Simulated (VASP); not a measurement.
# CdF2 (I4/mmm) in VASP: notebook

Runs on CdF2. Level: PBE. Tasks: single point.

Everything below comes from runs of VASP 6.6.1. Logs are shortened: lines on timing, memory, paths and dates and some standing lists are left out, and cuts for length are marked.

## Step 1: The cell of the first run

The structure is tetragonal, space group I4/mmm (No. 139). The conventional cell has a = 3.696 Å, b = 3.696 Å, c = 5.550 Å, α = 90.00°, β = 90.00°, γ = 90.00°. Cd (site symmetry 4/mmm) has 8 F at 2.31 Å within 3.1 Å. F (site symmetry -4m2) has 4 Cd at 2.31 Å and 6 F at 2.61 to 2.77 Å within 3.1 Å.

## Step 2: Single point, PBE (strain -0.030 along x and y, +0.030 along z)

Input file INCAR:

```
ALGO     = Normal         # electronic algorithm
EDIFF    = 1E-6           # SCF threshold, eV
ENCUT    = 520            # plane-wave cutoff, eV
GGA      = PE             # functional
ISIF     = 2              # what is computed and relaxed
ISMEAR   = 0              # smearing method
LASPH    = T              # aspherical terms in the spheres
LCHARG   = F              # write CHGCAR
LREAL    = F              # projectors in reciprocal space
LWAVE    = F              # write WAVECAR
NBANDS   = 20             # bands
NELM     = 100            # most SCF steps
PREC     = Accurate       # precision mode
SIGMA    = 0.05           # smearing width, eV
```

Input file KPOINTS:

```
k-points
0
Gamma
  8 8 8
```

Input file POSCAR:

```
CdF2
1.0
    0.0000000000      2.6131800000      2.7748200000
    2.6131800000      0.0000000000      2.7748200000
    2.6131800000      2.6131800000      0.0000000000
Cd F
1 2
Direct
    0.0000000000      0.0000000000      0.0000000000
    0.2500000000      0.2500000000      0.2500000000
    0.7500000000      0.7500000000      0.7500000000
```

Potentials or basis: VASP PAW PBE potentials, release 64 (Cd, F).

The run is started by

```sh
$ cat potpaw_PBE.64/Cd/POTCAR potpaw_PBE.64/F/POTCAR > POTCAR
$ mpirun -np 1 vasp_std > vasp.out
```

OUTCAR:

```text
EDIFF = 1E-6
   ENCUT = 520
   GGA = PE
   ISIF = 2
   ISMEAR = 0
   LASPH = T
   LREAL = F
   NELM = 100
   PREC = Accurate

 ion  position               nearest neighbor table
   1  0.000  0.000  0.000-   3 2.31   3 2.31   3 2.31   2 2.31   3 2.31   2 2.31   2 2.31   2 2.31

   2  0.250  0.250  0.250-   1 2.31   1 2.31   1 2.31   1 2.31
   3  0.750  0.750  0.750-   1 2.31   1 2.31   1 2.31   1 2.31

  LATTYP: Found a body centered tetragonal cell.
 ALAT       =     3.6955945969
 C/A-ratio  =     1.5016906899

  Lattice vectors:

 A1 = (  -2.6131800000,   0.0000000000,   2.7748200000)
 A2 = (   2.6131800000,   0.0000000000,   2.7748200000)
 A3 = (   0.0000000000,   2.6131800000,  -2.7748200000)

Analysis of symmetry for initial positions (statically):
=====================================================================
 Subroutine PRICEL returns:
 Original cell was already a primitive cell.

 Routine SETGRP: Setting up the symmetry group for a
 body centered tetragonal supercell.

 Subroutine GETGRP returns: Found 16 space group operations
 (whereof 16 operations were pure point group operations)
 out of a pool of 16 trial point group operations.

The static configuration has the point symmetry D_4h.

Analysis of symmetry for dynamics (positions and initial velocities):
=====================================================================
 Subroutine PRICEL returns:
 Original cell was already a primitive cell.

 Routine SETGRP: Setting up the symmetry group for a
 body centered tetragonal supercell.

 Subroutine GETGRP returns: Found 16 space group operations
 (whereof 16 operations were pure point group operations)
 out of a pool of 16 trial point group operations.

The dynamic configuration has the point symmetry D_4h.

 Subroutine INISYM returns: Found 16 space group operations
 (whereof 16 operations are pure point group operations),
 and found     1 'primitive' translations

----------------------------------------------------------------------------------------

                                     Primitive cell

  volume of cell :      37.8969

  direct lattice vectors                    reciprocal lattice vectors
     0.000000000  2.613180000  2.774820000    -0.191337757  0.191337757  0.180191868
     2.613180000  0.000000000  2.774820000     0.191337757 -0.191337757  0.180191868
     2.613180000  2.613180000  0.000000000     0.191337757  0.191337757 -0.180191868

  length of vectors
     3.811605403  3.811605403  3.695594597     0.325099037  0.325099037  0.325099037

  position of ions in fractional coordinates (direct lattice)
     0.000000000  0.000000000  0.000000000
     0.250000000  0.250000000  0.250000000
     0.750000000  0.750000000  0.750000000

  ion indices of the primitive-cell ions
   primitive index   ion index
                 1           1
                 2           2
                 3           3

----------------------------------------------------------------------------------------

 KPOINTS: k-points

Automatic generation of k-mesh.
 Grid dimensions read from file:
 generate k-points for:    8    8    8

 Generating k-lattice:

  Cartesian coordinates                     Fractional coordinates (reciprocal lattice)
    -0.023917220  0.023917220  0.022523984     0.125000000  0.000000000  0.000000000
     0.023917220 -0.023917220  0.022523984     0.000000000  0.125000000  0.000000000
     0.023917220  0.023917220 -0.022523984     0.000000000  0.000000000  0.125000000

  Length of vectors
     0.040637380  0.040637380  0.040637380

  Shift w.r.t. Gamma in fractional coordinates (k-lattice)
     0.000000000  0.000000000  0.000000000

 Subroutine IBZKPT returns following result:
 ===========================================

 Found     59 irreducible k-points:

 Following reciprocal coordinates:
            Coordinates               Weight
  0.000000  0.000000  0.000000      1.000000
  0.125000  0.000000  0.000000      8.000000
  0.250000  0.000000  0.000000      8.000000
  0.375000 -0.000000  0.000000      8.000000
  0.500000  0.000000  0.000000      4.000000
  0.125000  0.125000  0.000000      2.000000
[... 16 lines left out ...]
  0.250000 -0.000000  0.125000     16.000000
  0.375000 -0.000000  0.125000     16.000000
 [... further k-points ...]
   k-points           NKPTS =     59   k-points in BZ     NKDIM =     59   number of bands    NBANDS=     20
   number of dos      NEDOS =    301   number of ions     NIONS =      3
   total plane-waves  NPLWV =  21952
   dimension x,y,z NGX =    28 NGY =   28 NGZ =   28
   dimension x,y,z NGXF=    56 NGYF=   56 NGZF=   56
   ions per type =               1   2
   NGX,Y,Z   is equivalent  to a cutoff of  12.21, 12.21, 12.60 a.u.
   NGXF,Y,Z  is equivalent  to a cutoff of  24.42, 24.42, 25.19 a.u.
 SYSTEM =  unknown system
   PREC   = accura    normal or accurate (medium, high low for compatibility)
   ISTART =      0    job   : 0-new  1-cont  2-samecut
   ICHARG =      2    charge: 1-file 2-atom 10-const
   ISPIN  =      1    spin polarized calculation?
   LNONCOLLINEAR =      F non collinear calculations
   LSORBIT =      F    spin-orbit coupling
   LASPH  =      T    aspherical Exc in radial PAW
   ENCUT  =  520.0 eV  38.22 Ry    6.18 a.u.   7.09  7.09  6.87*2*pi/ulx,y,z
   NELM   =    100;   NELMIN=  2; NELMDL= -5     # of ELM steps
   EDIFF  = 0.1E-05   stopping-criterion for ELM
   LREAL  =      F    real-space projection
   EDIFFG = 0.1E-04   stopping-criterion for IOM
   NSW    =      0    number of steps for IOM
   IBRION =     -1    ionic relax: 0-MD 1-quasi-New 2-CG
   NFREE  =      0    steps in history (QN), initial steepest desc. (CG)
   ISIF   =      2    stress and relaxation
   ISYM   =      2    0-nonsym 1-usesym 2-fastsym
   POTIM  = 0.5000    time-step for ionic-motion
   TEBEG  =    0.0;   TEEND  =   0.0 temperature during run
   PSTRESS=    0.0 pullay stress
   NELECT =      26.0000    total number of electrons
   NUPDOWN=      -1.0000    fix difference up-down
   EMIN   =  10.00;   EMAX   =-10.00  energy-range for DOS
   EFERMI =   0.00;   METHOD = LEGACY
   ISMEAR =     0;   SIGMA  =   0.05  broadening in eV -4-tet -1-fermi 0-gaus
   EFERMI_NEDOS =   21; number of points for ismear=-14 and -15
   IALGO  =     38    algorithm
   IMIX   =      4    mixing-type and parameters
     AMIX     =   0.40;   BMIX     =  1.00
     AMIX_MAG =   1.60;   BMIX_MAG =  1.00
  volume/ion in A,a.u.               =      12.63        85.25
  Fermi-wavevector in a.u.,A,eV,Ry     =   1.443881  2.728540 28.365329  2.084793
  Thomas-Fermi vector in A             =   2.562239
   LORBIT       =      0    0 simple, 1 ext, 2 COOP (PROOUT), +10 PAW based schemes
   GGA     = PE    functional components
   LHFCALC =     F    Hartree Fock is set to
   AEXX    =    0.0000 exact exchange contribution
   IVDW    =     0    specifies the selected vdW correction
   LEPSILON=     F    determine dielectric tensor
   LRPA    =     F    only Hartree local field effects (RPA)
 non-spin polarized calculation
 Gauss-broadening in eV      SIGMA  =   0.05
  energy-cutoff  :      520.00
  volume of cell :       37.90
 maximum number of plane-waves:      1038
   NGX = 15   NGY = 15   NGZ = 13

 number of electron      26.0000014 magnetization

 Free energy of the ion-electron system (eV)
  ---------------------------------------------------
  ext. energy  EPLUGINS =         0.00000000
  ---------------------------------------------------
  free energy    TOTEN  =       -10.76388560 eV

  energy without entropy =      -10.76388560  energy(sigma->0) =      -10.76388560

 E-fermi :  -0.6921     XC(G=0): -10.5867

 val. band max:       -1.0035058313   @ k =  -0.2500   0.2500   0.5000
 cond. band min:       2.0779060691   @ k =   0.0000   0.0000   0.0000
 fundamental gap:      3.0814119005
 Fermi energy:        -0.6921134160

 k-point     1 :       0.0000    0.0000    0.0000
  band No.  band energies     occupation
      1     -22.0443      2.00000
      2     -20.8300      2.00000
      3      -6.8057      2.00000
      4      -6.7701      2.00000
      5      -6.7701      2.00000
      6      -5.4681      2.00000
[... 12 lines left out ...]
     19      18.4251      0.00000
     20      19.7626      0.00000

 k-point     2 :       0.1250    0.0000    0.0000
  band No.  band energies     occupation
      1     -21.9899      2.00000
      2     -20.8793      2.00000
      3      -6.7359      2.00000
      4      -6.7033      2.00000
      5      -6.6030      2.00000
      6      -5.4863      2.00000
[... 12 lines left out ...]
     19      18.0664      0.00000
     20      19.3235      0.00000

 k-point     3 :       0.2500    0.0000    0.0000
  band No.  band energies     occupation
      1     -21.8424      2.00000
      2     -21.0122      2.00000
      3      -6.5999      2.00000
      4      -6.5450      2.00000
      5      -6.1265      2.00000
      6      -5.4943      2.00000
[... 12 lines left out ...]
     19      18.5598      0.00000
     20      18.8260      0.00000

 k-point     4 :       0.3750   -0.0000    0.0000
  band No.  band energies     occupation
      1     -21.6398      2.00000
      2     -21.1968      2.00000
      3      -6.4950      2.00000
      4      -6.4068      2.00000
      5      -5.5173      2.00000
      6      -5.4480      2.00000
[... 12 lines left out ...]
     19      17.9414      0.00000
     20      18.3053      0.00000

 k-point     5 :       0.5000    0.0000    0.0000
  band No.  band energies     occupation
      1     -21.4557      2.00000
      2     -21.3721      2.00000
      3      -6.4651      2.00000
      4      -6.3623      2.00000
      5      -5.3981      2.00000
      6      -5.3686      2.00000
[... 12 lines left out ...]
     19      17.6798      0.00000
     20      17.9358      0.00000

 k-point     6 :       0.1250    0.1250    0.0000
  band No.  band energies     occupation
      1     -21.9865      2.00000
      2     -20.8785      2.00000
      3      -6.6731      2.00000
      4      -6.6731      2.00000
      5      -6.5967      2.00000
      6      -5.5615      2.00000
[... 12 lines left out ...]
     19      18.5564      0.00000
     20      19.8807      0.00000

 k-point     7 :       0.2500    0.1250    0.0000
  band No.  band energies     occupation
      1     -21.8859      2.00000
      2     -20.9646      2.00000
      3      -6.5631      2.00000
      4      -6.5316      2.00000
      5      -6.2228      2.00000
      6      -5.6496      2.00000
[... 12 lines left out ...]
     19      19.5794      0.00000
     20      19.8475      0.00000
[... 277 lines left out ...]
 k-point    20 :      -0.3750    0.3750    0.0000
  band No.  band energies     occupation
      1     -21.5321      2.00000
      2     -21.2541      2.00000
      3      -6.3325      2.00000
      4      -5.8373      2.00000
      5      -5.5663      2.00000
      6      -5.5338      2.00000
[... 12 lines left out ...]
     19      19.9905      0.00000
     20      20.1849      0.00000

 k-point    21 :       0.5000    0.5000    0.0000
  band No.  band energies     occupation
      1     -21.6301      2.00000
      2     -21.1467      2.00000
      3      -6.5607      2.00000
      4      -5.7047      2.00000
      5      -5.7047      2.00000
      6      -5.3385      2.00000
[... 12 lines left out ...]
     19      18.3248      0.00000
     20      20.9106      0.00000

 k-point    22 :       0.1250    0.0000    0.1250
  band No.  band energies     occupation
      1     -21.9665      2.00000
      2     -20.9010      2.00000
      3      -6.7054      2.00000
      4      -6.6939      2.00000
      5      -6.5325      2.00000
      6      -5.5376      2.00000
[... 12 lines left out ...]
     19      18.7374      0.00000
     20      19.3592      0.00000

 k-point    23 :       0.2500   -0.0000    0.1250
  band No.  band energies     occupation
      1     -21.8483      2.00000
      2     -21.0060      2.00000
      3      -6.5722      2.00000
      4      -6.5543      2.00000
      5      -6.1737      2.00000
      6      -5.6385      2.00000
[... 12 lines left out ...]
     19      18.7135      0.00000
     20      20.2963      0.00000

 k-point    24 :       0.3750   -0.0000    0.1250
  band No.  band energies     occupation
      1     -21.6675      2.00000
      2     -21.1665      2.00000
      3      -6.4395      2.00000
      4      -6.3922      2.00000
      5      -5.6637      2.00000
      6      -5.6354      2.00000
[... 12 lines left out ...]
     19      18.1609      0.00000
     20      20.2791      0.00000

 [... further k-points ...]

------------------------ aborting loop because EDIFF is reached ----------------------------------------

  FORCE on cell =-STRESS in cart. coord.  units (eV):
  Direction    XX          YY          ZZ          XY          YZ          ZX
  --------------------------------------------------------------------------------------
  -------------------------------------------------------------------------------------
  Total        2.9499910      2.9499910      1.4068074      0.0000000      0.0000000      0.0000000
  in kB      124.7176204    124.7176204     59.4760001      0.0000000      0.0000000      0.0000000
  external PRESSURE =     102.9704137 kB  Pullay stress =       0.0000000 kB

 VOLUME and BASIS-vectors are now :
 -----------------------------------------------------------------------------
  energy-cutoff  :      520.00
  volume of cell :       37.90
      direct lattice vectors                 reciprocal lattice vectors
     0.000000000  2.613180000  2.774820000    -0.191337757  0.191337757  0.180191868
     2.613180000  0.000000000  2.774820000     0.191337757 -0.191337757  0.180191868
     2.613180000  2.613180000  0.000000000     0.191337757  0.191337757 -0.180191868

 POSITION                                       TOTAL-FORCE (eV/Angst)
 -----------------------------------------------------------------------------------
      0.00000      0.00000      0.00000        -0.000000      0.000000      0.000000
      1.30659      1.30659      1.38741         0.000000      0.000000     -0.000000
      3.91977      3.91977      4.16223        -0.000000     -0.000000      0.000000
 -----------------------------------------------------------------------------------
    total drift:                                0.000000      0.000000      0.000000

  FREE ENERGIE OF THE ION-ELECTRON SYSTEM (eV)
  ---------------------------------------------------
  free  energy   TOTEN  =       -10.7638855978 eV

  energy  without entropy=      -10.7638855978  energy(sigma->0) =      -10.76388560
```

Wall time 51 s (1 thread of Intel Xeon 8259CL, shared host); peak memory 0.18 GiB.

Results:

```yaml
Free_energy: -10.7639 eV
Pressure: 10.3 GPa
Band_gap_on_the_k_mesh: 3.08 eV (least direct gap 3.50 eV)
```

Levels at points of the mesh, in eV from the valence-band top:
```tsv
k point	band 9	band 10	band 11	band 12	band 13	band 14	band 15	band 16	band 17	band 18
(0.00, 0.00, 0.00)	-0.92	-0.92	-0.59	-0.59	-0.41	3.08	12.75	12.75	12.92	17.88
(0.50, 0.00, 0.00)	-2.47	-2.07	-1.93	-0.45	-0.43	7.32	9.14	14.52	14.95	18.03
(0.50, 0.50, 0.00)	-3.11	-3.11	-0.82	-0.09	-0.09	8.19	9.89	11.98	14.67	14.67
(0.50, 0.00, 0.50)	-3.12	-3.12	-0.47	-0.25	-0.07	8.14	9.66	11.94	14.01	14.79
```

Caveat: the cell differs from its parent crystal (strain -0.030 along x and y, +0.030 along z); the cell stands under pressure.

## Step 3: Single point, PBE (strain +0.000 along x and y, -0.030 along z)

Input file INCAR:

```
PREC = Accurate
ENCUT = 520
EDIFF = 1E-6
ISMEAR = 0
SIGMA = 0.05
LREAL = F
LASPH = T
NELM = 100
ALGO = Normal
ISIF = 2
LWAVE = F
LCHARG = T
GGA = PE
LELF = T
LVHAR = T
NBANDS = 20
```

Input file KPOINTS:

```
regular mesh
0
Gamma
  8 8 8
```

Input file POSCAR:

```
CdF2
1.0
    0.0000000000      2.6940000000      2.6131800000
    2.6940000000      0.0000000000      2.6131800000
    2.6940000000      2.6940000000      0.0000000000
Cd F
1 2
Direct
    0.0000000000      0.0000000000      0.0000000000
    0.2500000000      0.2500000000      0.2500000000
    0.7500000000      0.7500000000      0.7500000000
```

Potentials or basis: VASP PAW PBE potentials, release 64 (Cd, F).

The run is started by

```sh
$ cat potpaw_PBE.64/Cd/POTCAR potpaw_PBE.64/F/POTCAR > POTCAR
$ mpirun -np 1 vasp_std > vasp.out
```

Run time: 48 s. Hardware: 1 thread of Intel Xeon 8259CL, shared host; peak memory 0.18 GiB.

The run converged. Its results:

| Quantity | Value |
| --- | --- |
| Free energy | -10.7890 eV |
| Pressure | 10.2 GPa |
| Band gap on the k mesh | 3.14 eV (least direct gap 3.60 eV) |

Stress tensor (GPa, compression positive):
```
 9.10  0.00  0.00
 0.00  9.10  0.00
 0.00  0.00 12.48
```

Levels at points of the mesh, in eV from the valence-band top:
```
           k point  band 11  band 12  band 13  band 14  band 15  band 16
(0.00, 0.00, 0.00)    -0.55    -0.45    -0.45     3.14    12.77    12.86
(0.50, 0.00, 0.00)    -1.94    -0.41    -0.39     7.38     9.22    14.63
(0.50, 0.50, 0.00)    -0.45    -0.14    -0.14     8.17     9.75    11.99
(0.50, 0.00, 0.50)    -0.63    -0.15    -0.04     8.24     9.81    11.96
```

Caveat: the cell differs from its parent crystal (strain +0.000 along x and y, -0.030 along z); the cell stands under pressure. A k mesh can miss the band edges.

[end of part 1 of 2]
